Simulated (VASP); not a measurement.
# ScC3 (P6_3/m) in VASP: further runs

The runs below take ScC3 through single point, relaxation of cell and atoms, with PBE.

Everything below comes from runs of VASP 6.6.1. Logs are shortened: lines on timing, memory, paths and dates and some standing lists are left out, and cuts for length are marked.

**1. The cell of the first run**

The structure is hexagonal, space group P6_3/m (No. 176). The conventional cell has a = 4.823 Å, b = 4.823 Å, c = 5.196 Å, α = 90.00°, β = 90.00°, γ = 120.00°. Sc (site symmetry -6) has 3 C at 1.39 Å within 1.9 Å. Within 1.9 Å of C (site symmetry m) lie 1 Sc at 1.39 Å.

**2. Single point, PBE**

Contents of INCAR:

```
ALGO = Normal ; EDIFF = 1E-6
ENCUT = 520 ; GGA = PE
ISIF = 2 ; ISMEAR = 0
LASPH = T ; LCHARG = F
LREAL = F ; LWAVE = F
NBANDS = 33 ; NELM = 100
PREC = Accurate ; SIGMA = 0.1
```

Contents of KPOINTS:

```
k-points
0
Gamma
  6 6 4
```

Contents of POSCAR:

```
ScC3
1.0
    4.8231212126      0.0000000000      0.0000000000
   -2.4115606063      4.1769454957      0.0000000000
    0.0000000000      0.0000000000      5.1959628233
Sc C
2 6
Direct
    0.3333333333      0.6666666667      0.2500000000
    0.6666666667      0.3333333333      0.7500000000
    0.0455000000      0.3763000000      0.2500000000
    0.6692000000      0.0455000000      0.7500000000
    0.6237000000      0.6692000000      0.2500000000
    0.9545000000      0.6237000000      0.7500000000
    0.3308000000      0.9545000000      0.2500000000
    0.3763000000      0.3308000000      0.7500000000
```

Potentials or basis: VASP PAW PBE potentials, release 64 (Sc_sv, C).

Launch:

```bash
$ cat potpaw_PBE.64/Sc_sv/POTCAR potpaw_PBE.64/C/POTCAR > POTCAR
$ mpirun -np 1 vasp_std > vasp.out
```

OUTCAR:

```text
EDIFF = 1E-6
   ENCUT = 520
   GGA = PE
   ISIF = 2
   ISMEAR = 0
   LASPH = T
   LREAL = F
   NELM = 100
   PREC = Accurate

 ion  position               nearest neighbor table
   1  0.333  0.667  0.250-   7 1.39   3 1.39   5 1.39
   2  0.667  0.333  0.750-   4 1.39   6 1.39   8 1.39
   3  0.045  0.376  0.250-   1 1.39
   4  0.669  0.045  0.750-   2 1.39
   5  0.624  0.669  0.250-   1 1.39
   6  0.955  0.624  0.750-   2 1.39
   7  0.331  0.955  0.250-   1 1.39
   8  0.376  0.331  0.750-   2 1.39

  LATTYP: Found a hexagonal cell.
 ALAT       =     4.8231212126
 C/A-ratio  =     1.0773029734

  Lattice vectors:

 A1 = (   4.8231212126,   0.0000000000,   0.0000000000)
 A2 = (  -2.4115606063,   4.1769454957,   0.0000000000)
 A3 = (   0.0000000000,   0.0000000000,   5.1959628233)

Analysis of symmetry for initial positions (statically):
=====================================================================
 Subroutine PRICEL returns:
 Original cell was already a primitive cell.

 Routine SETGRP: Setting up the symmetry group for a
 hexagonal supercell.

 Subroutine GETGRP returns: Found 12 space group operations
 (whereof  6 operations were pure point group operations)
 out of a pool of 24 trial point group operations.

The static configuration has the point symmetry S_6 .
 The point group associated with its full space group is C_6h.

Analysis of symmetry for dynamics (positions and initial velocities):
=====================================================================
 Subroutine PRICEL returns:
 Original cell was already a primitive cell.

 Routine SETGRP: Setting up the symmetry group for a
 hexagonal supercell.

 Subroutine GETGRP returns: Found 12 space group operations
 (whereof  6 operations were pure point group operations)
 out of a pool of 24 trial point group operations.

The dynamic configuration has the point symmetry S_6 .
 The point group associated with its full space group is C_6h.

 Subroutine INISYM returns: Found 12 space group operations
 (whereof  6 operations are pure point group operations),
 and found     1 'primitive' translations

----------------------------------------------------------------------------------------
[... 104 lines left out ...]
   EDIFF  = 0.1E-05   stopping-criterion for ELM
   LREAL  =      F    real-space projection
   EDIFFG = 0.1E-04   stopping-criterion for IOM
   NSW    =      0    number of steps for IOM
   IBRION =     -1    ionic relax: 0-MD 1-quasi-New 2-CG
   NFREE  =      0    steps in history (QN), initial steepest desc. (CG)
   ISIF   =      2    stress and relaxation
   ISYM   =      2    0-nonsym 1-usesym 2-fastsym
   POTIM  = 0.5000    time-step for ionic-motion
   TEBEG  =    0.0;   TEEND  =   0.0 temperature during run
   PSTRESS=    0.0 pullay stress
   NELECT =      46.0000    total number of electrons
   NUPDOWN=      -1.0000    fix difference up-down
   EMIN   =  10.00;   EMAX   =-10.00  energy-range for DOS
   EFERMI =   0.00;   METHOD = LEGACY
   ISMEAR =     0;   SIGMA  =   0.10  broadening in eV -4-tet -1-fermi 0-gaus
   EFERMI_NEDOS =   21; number of points for ismear=-14 and -15
   IALGO  =     38    algorithm
   IMIX   =      4    mixing-type and parameters
     AMIX     =   0.40;   BMIX     =  1.00
     AMIX_MAG =   1.60;   BMIX_MAG =  1.00
  volume/ion in A,a.u.               =      13.08        88.30
  Fermi-wavevector in a.u.,A,eV,Ry     =   1.244638  2.352025 21.077113  1.549124
  Thomas-Fermi vector in A             =   2.378896
   LORBIT       =      0    0 simple, 1 ext, 2 COOP (PROOUT), +10 PAW based schemes
   GGA     = PE    functional components
   LHFCALC =     F    Hartree Fock is set to
   AEXX    =    0.0000 exact exchange contribution
   IVDW    =     0    specifies the selected vdW correction
   LEPSILON=     F    determine dielectric tensor
   LRPA    =     F    only Hartree local field effects (RPA)
 non-spin polarized calculation
 Gauss-broadening in eV      SIGMA  =   0.10
  energy-cutoff  :      520.00
  volume of cell :      104.68
 maximum number of plane-waves:      2840
   NGX = 17   NGY = 17   NGZ = 19

 number of electron      45.9999991 magnetization

 Free energy of the ion-electron system (eV)
  ---------------------------------------------------
  ext. energy  EPLUGINS =         0.00000000
  ---------------------------------------------------
  free energy    TOTEN  =        -9.64106788 eV

  energy without entropy =       -9.61922002  energy(sigma->0) =       -9.63014395

 E-fermi :   2.2155     XC(G=0):  -9.7986

 val. band max:        2.2088241557   @ k =   0.1667  -0.0000   0.0000
 cond. band min:       2.2250375034   @ k =   0.3333   0.0000   0.5000
 fundamental gap:      0.0162133477
 Fermi energy:         2.2154960882

 k-point     1 :       0.0000    0.0000    0.0000
  band No.  band energies     occupation
      1     -45.9535      2.00000
      2     -45.9420      2.00000
      3     -27.1322      2.00000
      4     -27.1322      2.00000
      5     -27.0934      2.00000
      6     -27.0934      2.00000
[... 853 lines left out ...]
     32       6.3290      0.00000
     33       6.8375      0.00000

------------------------ aborting loop because EDIFF is reached ----------------------------------------

  FORCE on cell =-STRESS in cart. coord.  units (eV):
  Direction    XX          YY          ZZ          XY          YZ          ZX
  --------------------------------------------------------------------------------------
  -------------------------------------------------------------------------------------
  Total       70.5247471     70.5247471      0.0881706     -0.0000008     -0.0000000      0.0000000
  in kB     1079.4414727   1079.4414727      1.3495267     -0.0000116     -0.0000000      0.0000000
  external PRESSURE =     720.0774907 kB  Pullay stress =       0.0000000 kB

 VOLUME and BASIS-vectors are now :
 -----------------------------------------------------------------------------
  energy-cutoff  :      520.00
  volume of cell :      104.68
      direct lattice vectors                 reciprocal lattice vectors
     4.823121213  0.000000000  0.000000000     0.207334619  0.119704698  0.000000000
    -2.411560606  4.176945496  0.000000000     0.000000000  0.239409396  0.000000000
     0.000000000  0.000000000  5.195962823     0.000000000  0.000000000  0.192457112

 POSITION                                       TOTAL-FORCE (eV/Angst)
 -----------------------------------------------------------------------------------
     -0.00000      2.78463      1.29899         0.000000     -0.000000     -0.000000
      2.41156      1.39232      3.89697         0.000000     -0.000000     -0.000000
     -0.68802      1.57178      1.29899        -8.484825    -14.722842      0.000000
      3.11791      0.19005      3.89697         8.507943    -14.709495     -0.000000
      1.39436      2.79521      1.29899        16.992768      0.013347     -0.000000
      3.09958      2.60516      3.89697         8.484825     14.722842     -0.000000
     -0.70635      3.98689      1.29899        -8.507943     14.709495      0.000000
      1.01720      1.38173      3.89697       -16.992768     -0.013347      0.000000
 -----------------------------------------------------------------------------------
    total drift:                                0.000000     -0.000000      0.000000

  FREE ENERGIE OF THE ION-ELECTRON SYSTEM (eV)
  ---------------------------------------------------
  free  energy   TOTEN  =        -9.6410678811 eV

  energy  without entropy=       -9.6192200186  energy(sigma->0) =       -9.63014395
```

stdout:

```text
POSCAR found type information on POSCAR ScC
 POSCAR found :  2 types and       8 ions
 scaLAPACK will be used
 LDA part: xc-table for (Slater+PW92), standard interpolation
 POSCAR, INCAR and KPOINTS ok, starting setup
 FFT: planning ... GRIDC
 FFT: planning ... GRID_SOFT
 FFT: planning ... GRID
 WAVECAR not read
 entering main loop
```

It took 43 s on 1 thread of Intel Xeon 6975P-C (Granite Rapids), shared host; peak memory 0.25 GiB.

Results:

| Item | Value |
| --- | --- |
| Free energy | -9.6411 eV |
| Pressure | 72.0 GPa |
| Largest force | 16.993 eV/Å |
| Band gap on the k mesh | zero (bands 23 and 24 overlap by 1.60 eV) |

Forces in eV/Å, atoms in the order of the input:
```
Sc    0.000   0.000   0.000
Sc    0.000   0.000   0.000
C    -8.485 -14.723   0.000
C     8.508 -14.709   0.000
C    16.993   0.013   0.000
C     8.485  14.723   0.000
C    -8.508  14.709   0.000
C   -16.993  -0.013   0.000
```

Stress tensor (GPa, compression positive):
```
107.94   0.00   0.00
  0.00 107.94   0.00
  0.00   0.00   0.13
```

Caveat: atoms lie so close that the PAW spheres overlap strongly, which falsifies energies and pressures; the cell stands under pressure; forces of over 1 eV/Å act on the atoms, so gaps and moduli don't describe the material at rest.

**3. Relaxation of cell and atoms, PBE**

Contents of INCAR:

```
PREC = Accurate
ENCUT = 600
EDIFF = 1E-7
ISMEAR = 0
SIGMA = 0.1
LREAL = False
LASPH = True
NELM = 100
ALGO = Normal
ISIF = 3
LWAVE = False
LCHARG = False
GGA = PE
IBRION = 2
NSW = 90
EDIFFG = -0.04
```

Contents of KPOINTS:

```
Automatic mesh
0
Gamma
  6 6 4
```

POSCAR is that of step 2.

Potentials or basis: VASP PAW PBE potentials, release 64 (Sc_sv, C).

Launch:

```bash
$ cat potpaw_PBE.64/Sc_sv/POTCAR potpaw_PBE.64/C/POTCAR > POTCAR
$ mpirun -np 1 vasp_std > vasp.out
```

It took 30 min on 1 thread of Intel Xeon 6975P-C (Granite Rapids), shared host; peak memory 0.32 GiB.

Results (log left out):

```yaml
Free_energy: -61.2242 eV
Relaxed_volume: 11.72 Å³/atom
Relaxed_cell: a = 4.519 Å, b = 4.519 Å, c = 5.301 Å, α = 90.00°, β = 90.00°, γ = 120.00°
Space_group_after_relaxing_to_0.1_Å: P6_3/mmc (No. 194)
Energy_gained_by_relaxing: 6446.5 meV/atom
Ionic_steps: 53
Pressure_after_relaxing: 0.5 GPa
Largest_force_after_relaxing: 0.015 eV/Å
Band_gap_on_the_k_mesh: zero (bands 23 and 24 overlap by 3.08 eV)
```

Forces in eV/Å, atoms in the order of the input:
```
Sc   0.000  0.000  0.000
Sc   0.000  0.000  0.000
C   -0.014 -0.006  0.000
C   -0.002 -0.015  0.000
C    0.012 -0.009  0.000
C    0.014  0.006  0.000
C    0.002  0.015  0.000
C   -0.012  0.009  0.000
```

Step by step:
```
step  energy change (eV)  largest force (eV/Å)  pressure (GPa)  volume (Å³)
   1              0.0000               16.9829           71.90       104.68
   3            -29.4104                0.3910          -20.69       154.54
   5            -30.1718                2.3137          -12.91       139.16
   7            -33.9493                2.0087          -15.84       117.26
   9            -38.4647                2.7896           -1.85        84.26
  11            -41.5042                3.0985            7.65        70.72
  13            -44.7516                1.7237            6.32        67.68
  15            -45.2791                1.1861           -0.19        69.50
  17            -45.8185                4.1481          -10.24        78.19
  19            -46.4096                2.6578          -12.32        76.12
  21            -47.3009                3.8760           -7.85        76.23
  23            -47.5171                4.3278           -4.00        76.22
  25            -49.2119                2.3932           14.30        75.15
  27            -49.6749                1.5284           16.65        77.11
  29            -50.0286                3.3051            3.97        93.32
  31            -50.4845                0.8728          -14.06       106.78
  33            -50.9053                0.5391           -7.92       102.16
  35            -51.3335                1.8700            1.69        99.23
  37            -51.4482                0.2771           -0.69        99.01
  39            -51.4801                0.2366           -1.21        98.11
  41            -51.5132                0.8396           -3.18        94.07
  43            -51.5307                0.4510           -2.29        95.25
  45            -51.5519                0.2178            0.57        93.25
  47            -51.5535                0.1605            0.41        93.31
  49            -51.5608                0.1145            0.72        92.72
  51            -51.5673                0.1807            1.39        93.12
  53            -51.5722                0.0147            0.54        93.76
```

Final structure:
```cif
data_structure
_symmetry_space_group_name_H-M 'P 1'
_symmetry_Int_Tables_number 1
_cell_length_a 4.5193
_cell_length_b 4.5193
_cell_length_c 5.3010
_cell_angle_alpha 90.000
_cell_angle_beta 90.000
_cell_angle_gamma 120.000
_cell_volume 93.76
loop_
_atom_site_label
_atom_site_type_symbol
_atom_site_fract_x
_atom_site_fract_y
_atom_site_fract_z
_atom_site_occupancy
Sc1 Sc 0.33333 0.66667 0.25000 1
Sc2 Sc 0.66667 0.33333 0.75000 1
C1 C 0.89545 0.10650 0.25000 1
C2 C 0.78895 0.89545 0.75000 1
C3 C 0.89350 0.78895 0.25000 1
C4 C 0.10455 0.89350 0.75000 1
C5 C 0.21105 0.10455 0.25000 1
C6 C 0.10650 0.21105 0.75000 1
```

Levels at points of the mesh, in eV from the Fermi level:
| k point | band 20 | band 21 | band 22 | band 23 | band 24 | band 25 |
| --- | --- | --- | --- | --- | --- | --- |
| (0.00, 0.00, 0.00) | -1.66 | -0.99 | -0.99 | 0.43 | 0.43 | 1.54 |
| (0.50, 0.00, 0.00) | -1.74 | -1.46 | -1.09 | -0.82 | -0.74 | 2.26 |
| (0.00, 0.00, 0.50) | -1.79 | -1.79 | -1.79 | 2.34 | 2.34 | 2.34 |
| (0.50, 0.00, 0.50) | -2.22 | -1.45 | -1.45 | 0.46 | 0.46 | 1.54 |
